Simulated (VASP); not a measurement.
A run of VASP 6.6.1:

File INCAR:

```
ALGO = Normal
EDIFF = 1E-6
ENCUT = 520
GGA = PS
GGA_COMPAT = F
ISIF = 2
ISMEAR = -1
ISYM = -1
LASPH = T
LCHARG = F
LREAL = Auto
LWAVE = F
NBANDS = 166
NELECT = 256.0
NELM = 120
PREC = Accurate
SIGMA = 0.05
```

The input KPOINTS:

```
explicit points
1
Reciprocal
  0.25000000   0.25000000   0.25000000 1
```

POSCAR

```
HC64
1.0
    7.1076060000      0.0000000000      0.0000000000
    0.0000000000      7.1076060000      0.0000000000
    0.0000000000      0.0000000000      7.1076060000
C H
64 1
Direct
    0.9998500000      0.9968340000      0.9998240000
    0.0005980000      0.9980310000      0.5005250000
    0.9985590000      0.4966740000      0.9984980000
    0.9998640000      0.4977450000      0.4992560000
    0.5003990000      0.9981540000      0.0008430000
    0.5010620000      0.9993790000      0.5011610000
    0.4999140000      0.4979270000      0.9998100000
    0.5081020000      0.5004460000      0.5072580000
    0.1245620000      0.1211530000      0.1244240000
    0.1255890000      0.1232160000      0.6256720000
    0.1233290000      0.6241150000      0.1234660000
    0.1267410000      0.6227720000      0.6252540000
    0.6251660000      0.1233870000      0.1259250000
    0.6260540000      0.1238050000      0.6259800000
    0.6256840000      0.6224310000      0.1259020000
    0.6300830000      0.6253790000      0.6301240000
    0.2490010000      0.2449090000      0.9972360000
    0.2500750000      0.2471620000      0.4994960000
    0.2507990000      0.7478910000      0.0001460000
    0.2515110000      0.7525100000      0.5039940000
    0.7494970000      0.2475030000      0.0000310000
    0.7503760000      0.2480470000      0.5005580000
    0.7505760000      0.7478140000      0.0008830000
    0.7522350000      0.7488940000      0.5014810000
    0.3745560000      0.3695180000      0.1209640000
    0.3760760000      0.3741540000      0.6265310000
    0.3753270000      0.8735050000      0.1257910000
    0.3771420000      0.8763360000      0.6286490000
    0.8739420000      0.3721810000      0.1247940000
    0.8757850000      0.3730940000      0.6255920000
    0.8755530000      0.8727920000      0.1258290000
    0.8766680000      0.8736290000      0.6261510000
    0.2502220000      0.9978840000      0.2501310000
    0.2504320000      0.9985420000      0.7510220000
    0.2330690000      0.4814010000      0.2304080000
    0.2506160000      0.4981090000      0.7504390000
    0.7501850000      0.9978850000      0.2504220000
    0.7507290000      0.9981570000      0.7507070000
    0.7504510000      0.4979490000      0.2503060000
    0.7519520000      0.4978380000      0.7518610000
    0.3755290000      0.1231580000      0.3755390000
    0.3757270000      0.1225520000      0.8750630000
    0.3929420000      0.6433490000      0.3922030000
    0.3759040000      0.6235170000      0.8757510000
    0.8742230000      0.1218150000      0.3757880000
    0.8754110000      0.1229500000      0.8754990000
    0.8756950000      0.6233790000      0.3757170000
    0.8759750000      0.6232410000      0.8757870000
    0.9960980000      0.2435720000      0.2483030000
    0.0000930000      0.2476730000      0.7498110000
    0.0004230000      0.7478320000      0.2511710000
    0.0009840000      0.7477350000      0.7502440000
    0.4994030000      0.2483300000      0.2508220000
    0.5005930000      0.2479250000      0.7504440000
    0.5028440000      0.7501930000      0.2496570000
    0.5015680000      0.7492240000      0.7524910000
    0.1181320000      0.3665510000      0.3732100000
    0.1250920000      0.3724780000      0.8742360000
    0.1262120000      0.8738630000      0.3756700000
    0.1257340000      0.8728180000      0.8754820000
    0.6263290000      0.3744000000      0.3759280000
    0.6255800000      0.3730850000      0.8756430000
    0.6276160000      0.8751780000      0.3770180000
    0.6262770000      0.8738190000      0.8768290000
    0.3149640000      0.5009690000      0.3710870000
```

Potentials or basis: VASP PAW PBE potentials, release 64 (C, H).

Command:

```sh
$ cat potpaw_PBE.64/C/POTCAR potpaw_PBE.64/H/POTCAR > POTCAR
$ mpirun -np 1 vasp_std > vasp.out
```

Hardware: 1 thread of Intel(R) Xeon(R) Platinum 8488C (Sapphire Rapids), on a shared host.

Problem. Estimate the wall time of this run.

Solution. It took 120 s on 1 thread of Intel(R) Xeon(R) Platinum 8488C (Sapphire Rapids) (shared host), peak memory 0.37 GiB. Counts: scf iterations 15, k points 1.
